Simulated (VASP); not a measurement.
# NaSc (P2_13) in VASP: relaxation of cell and atoms with PBE

Aim: the relaxation of cell and atoms of NaSc with PBE.

Everything below comes from runs of VASP 6.6.1. Logs are shortened: lines on timing, memory, paths and dates and some standing lists are left out, and cuts for length are marked.

### 1 The cell of the first run

The structure is cubic, space group P2_13 (No. 198). Conventional cell: a = 6.091 Å, b = 6.091 Å, c = 6.091 Å, α = 90.00°, β = 90.00°, γ = 90.00°. Na (site symmetry 3) has 7 Sc at 3.23 to 3.29 Å and 6 Na at 3.77 Å within 4.3 Å. Within 4.3 Å of Sc (site symmetry 3) lie 7 Na at 3.23 to 3.29 Å and 6 Sc at 3.76 Å.

### 2 Relaxation of cell and atoms, PBE

File INCAR:

```
SYSTEM = NaSc
PREC     = Accurate       ! precision mode
ENCUT    = 600            ! plane-wave cutoff, eV
EDIFF    = 1E-6           ! SCF threshold, eV
ISMEAR   = 0              ! smearing method
SIGMA    = 0.1            ! smearing width, eV
LREAL    = .FALSE.        ! projectors in reciprocal space
LASPH    = .TRUE.         ! aspherical terms in the spheres
NELM     = 80             ! most SCF steps
ALGO     = Fast           ! electronic algorithm
ISIF     = 3              ! what is computed and relaxed
LWAVE    = .FALSE.        ! write WAVECAR
LCHARG   = .FALSE.        ! write CHGCAR
GGA      = PE             ! functional
IBRION   = 2              ! ionic algorithm
NSW      = 100            ! ionic steps
EDIFFG   = -0.01          ! ionic threshold
```

File KPOINTS:

```
regular mesh
0
G
  6 6 6
  0 0 0
```

File POSCAR:

```
NaSc
1.0
    6.0905873030      0.0000000000      0.0000000000
    0.0000000000      6.0905873030      0.0000000000
    0.0000000000      0.0000000000      6.0905873030
Na Sc
4 4
Direct
    0.1557979518      0.1557979518      0.1557979518
    0.3442020482      0.8442020482      0.6557979518
    0.6557979518      0.3442020482      0.8442020482
    0.8442020482      0.6557979518      0.3442020482
    0.8492196876      0.8492196876      0.8492196876
    0.6507803124      0.1507803124      0.3492196876
    0.3492196876      0.6507803124      0.1507803124
    0.1507803124      0.3492196876      0.6507803124
```

Potentials or basis: VASP PAW PBE potentials, release 64 (Na_pv, Sc_sv).

Run with:

```sh
> cat potpaw_PBE.64/Na_pv/POTCAR potpaw_PBE.64/Sc_sv/POTCAR > POTCAR
> mpirun -np 1 vasp_std > vasp.out
```

OUTCAR:

```text
SYSTEM = NaSc
   PREC = Accurate
   ENCUT = 600
   EDIFF = 1E-6
   ISMEAR = 0
   LREAL = .FALSE.
   LASPH = .TRUE.
   NELM = 80
   ISIF = 3
   GGA = PE
   IBRION = 2
   NSW = 100
   EDIFFG = -0.01

 ion  position               nearest neighbor table
   1  0.156  0.156  0.156-
   2  0.344  0.844  0.656-
   3  0.656  0.344  0.844-
   4  0.844  0.656  0.344-
   5  0.849  0.849  0.849-
   6  0.651  0.151  0.349-
   7  0.349  0.651  0.151-
   8  0.151  0.349  0.651-

  LATTYP: Found a simple cubic cell.
 ALAT       =     6.0905873030

  Lattice vectors:

 A1 = (   6.0905873030,   0.0000000000,   0.0000000000)
 A2 = (   0.0000000000,   6.0905873030,   0.0000000000)
 A3 = (   0.0000000000,   0.0000000000,   6.0905873030)

Analysis of symmetry for initial positions (statically):
=====================================================================
 Subroutine PRICEL returns:
 Original cell was already a primitive cell.

 Routine SETGRP: Setting up the symmetry group for a
 simple cubic supercell.

 Subroutine GETGRP returns: Found 12 space group operations
 (whereof  3 operations were pure point group operations)
 out of a pool of 48 trial point group operations.

The static configuration has the point symmetry C_3 .
 The point group associated with its full space group is T   .

Analysis of symmetry for dynamics (positions and initial velocities):
=====================================================================
 Subroutine PRICEL returns:
 Original cell was already a primitive cell.

 Routine SETGRP: Setting up the symmetry group for a
 simple cubic supercell.

 Subroutine GETGRP returns: Found 12 space group operations
 (whereof  3 operations were pure point group operations)
 out of a pool of 48 trial point group operations.

The dynamic configuration has the point symmetry C_3 .
 The point group associated with its full space group is T   .

 Subroutine INISYM returns: Found 12 space group operations
 (whereof  3 operations are pure point group operations),
 and found     1 'primitive' translations

----------------------------------------------------------------------------------------

                                     Primitive cell

  volume of cell :     225.9319

[... 84 lines left out ...]
   dimension x,y,z NGX =    50 NGY =   50 NGZ =   50
   dimension x,y,z NGXF=   100 NGYF=  100 NGZF=  100
   ions per type =               4   4
   NGX,Y,Z   is equivalent  to a cutoff of  13.65, 13.65, 13.65 a.u.
   NGXF,Y,Z  is equivalent  to a cutoff of  27.30, 27.30, 27.30 a.u.
 SYSTEM =  NaSc
   PREC   = accura    normal or accurate (medium, high low for compatibility)
   ISTART =      0    job   : 0-new  1-cont  2-samecut
   ICHARG =      2    charge: 1-file 2-atom 10-const
   ISPIN  =      1    spin polarized calculation?
   LNONCOLLINEAR =      F non collinear calculations
   LSORBIT =      F    spin-orbit coupling
   LASPH  =      T    aspherical Exc in radial PAW
   ENCUT  =  600.0 eV  44.10 Ry    6.64 a.u.  12.16 12.16 12.16*2*pi/ulx,y,z
   NELM   =     80;   NELMIN=  2; NELMDL= -5     # of ELM steps
   EDIFF  = 0.1E-05   stopping-criterion for ELM
   LREAL  =      F    real-space projection
   EDIFFG = -.1E-01   stopping-criterion for IOM
   NSW    =    100    number of steps for IOM
   IBRION =      2    ionic relax: 0-MD 1-quasi-New 2-CG
   NFREE  =      1    steps in history (QN), initial steepest desc. (CG)
   ISIF   =      3    stress and relaxation
   ISYM   =      2    0-nonsym 1-usesym 2-fastsym
   POTIM  = 0.5000    time-step for ionic-motion
   TEBEG  =    0.0;   TEEND  =   0.0 temperature during run
   PSTRESS=    0.0 pullay stress
   NELECT =      72.0000    total number of electrons
   NUPDOWN=      -1.0000    fix difference up-down
   EMIN   =  10.00;   EMAX   =-10.00  energy-range for DOS
   EFERMI =   0.00;   METHOD = LEGACY
   ISMEAR =     0;   SIGMA  =   0.10  broadening in eV -4-tet -1-fermi 0-gaus
   EFERMI_NEDOS =   21; number of points for ismear=-14 and -15
   IALGO  =     68    algorithm
   IMIX   =      4    mixing-type and parameters
     AMIX     =   0.40;   BMIX     =  1.00
     AMIX_MAG =   1.60;   BMIX_MAG =  1.00
  volume/ion in A,a.u.               =      28.24       190.58
  Fermi-wavevector in a.u.,A,eV,Ry     =   1.118218  2.113126 17.012882  1.250412
  Thomas-Fermi vector in A             =   2.254847
   LORBIT       =      0    0 simple, 1 ext, 2 COOP (PROOUT), +10 PAW based schemes
   GGA     = PE    functional components
   LHFCALC =     F    Hartree Fock is set to
   AEXX    =    0.0000 exact exchange contribution
   IVDW    =     0    specifies the selected vdW correction
   LEPSILON=     F    determine dielectric tensor
   LRPA    =     F    only Hartree local field effects (RPA)
 conjugate gradient relaxation of ions
 non-spin polarized calculation
 RMM-DIIS sequential band-by-band and
 Gauss-broadening in eV      SIGMA  =   0.10
  energy-cutoff  :      600.00
  volume of cell :      225.93
 maximum number of plane-waves:      7572
 NGX is ok and might be reduce to    50
   NGX = 25   NGY = 25   NGZ = 25

--------------------------------------- Ionic step        1  -------------------------------------------

 number of electron      71.9999949 magnetization

 Free energy of the ion-electron system (eV)
  ---------------------------------------------------
  ext. energy  EPLUGINS =         0.00000000
  ---------------------------------------------------
  free energy    TOTEN  =       -25.42213342 eV

  energy without entropy =      -25.35154505  energy(sigma->0) =      -25.38683923

------------------------ aborting loop because EDIFF is reached ----------------------------------------

  FORCE on cell =-STRESS in cart. coord.  units (eV):
  Direction    XX          YY          ZZ          XY          YZ          ZX
  --------------------------------------------------------------------------------------
  -------------------------------------------------------------------------------------
  Total        0.3699103      0.3699103      0.3699103      0.0000000     -0.0000000      0.0000000
  in kB        2.6231882      2.6231882      2.6231882      0.0000000     -0.0000000      0.0000000
  external PRESSURE =       2.6231882 kB  Pullay stress =       0.0000000 kB
[... 71 lines left out ...]
--------------------------------------- Ionic step        3  -------------------------------------------

 number of electron      71.9999958 magnetization

 Free energy of the ion-electron system (eV)
  ---------------------------------------------------
  ext. energy  EPLUGINS =         0.00000000
  ---------------------------------------------------
  free energy    TOTEN  =       -25.42401229 eV

  energy without entropy =      -25.35287753  energy(sigma->0) =      -25.38844491

 E-fermi :   1.9864     XC(G=0):  -8.3325

 val. band max:        1.9771486065   @ k =   0.1667   0.1667   0.0000
 cond. band min:       1.9934386698   @ k =   0.1667   0.0000   0.0000
 fundamental gap:      0.0162900633
 Fermi energy:         1.9864335716

 k-point     1 :       0.0000    0.0000    0.0000
  band No.  band energies     occupation
      1     -48.4950      2.00000
      2     -48.4894      2.00000
      3     -48.4894      2.00000
      4     -48.4894      2.00000
      5     -27.1710      2.00000
      6     -27.1710      2.00000
[... 1128 lines left out ...]
  FREE ENERGIE OF THE ION-ELECTRON SYSTEM (eV)
  ---------------------------------------------------
  free  energy   TOTEN  =       -25.4240122914 eV

  energy  without entropy=      -25.3528775344  energy(sigma->0) =      -25.38844491

 reached required accuracy - stopping structural energy minimisation
```

Wall time 49 min (1 thread of Intel Xeon 8259CL, shared host); peak memory 0.49 GiB.

Results:

| Quantity | Value |
| --- | --- |
| Free energy | -25.4240 eV |
| Relaxed volume | 28.51 Å³/atom |
| Relaxed cell | a = 6.110 Å, b = 6.110 Å, c = 6.110 Å, α = 90.00°, β = 90.00°, γ = 90.00° |
| Space group after relaxing (to 0.1 Å) | P2_13 (No. 198) |
| Energy gained by relaxing | 0.2 meV/atom |
| Ionic steps | 3 |
| Pressure after relaxing | 0.0 GPa |
| Largest force after relaxing | 0.004 eV/Å |
| Band gap on the k mesh | zero (bands 36 and 37 overlap by 0.03 eV) |

Forces in eV/Å, atoms in the order of the input:
```
Na  -0.002 -0.002 -0.002
Na   0.002  0.002 -0.002
Na  -0.002  0.002  0.002
Na   0.002 -0.002  0.002
Sc   0.003  0.003  0.003
Sc  -0.003 -0.003  0.003
Sc   0.003 -0.003 -0.003
Sc  -0.003  0.003 -0.003
```

The path:
```csv
step,energy change (eV),largest force (eV/Å),pressure (GPa),volume (Å³)
1,0.0000,0.0065,0.26,225.93
2,-0.0017,0.0051,0.08,227.45
3,-0.0019,0.0044,0.02,228.06
```

Final structure:
```
Na Sc
1.0
     6.10969    0.00000    0.00000
     0.00000    6.10969    0.00000
     0.00000    0.00000    6.10969
Na Sc
4 4
Direct
  0.15576 0.15576 0.15576
  0.34424 0.84424 0.65576
  0.65576 0.34424 0.84424
  0.84424 0.65576 0.34424
  0.84920 0.84920 0.84920
  0.65080 0.15080 0.34920
  0.34920 0.65080 0.15080
  0.15080 0.34920 0.65080
```
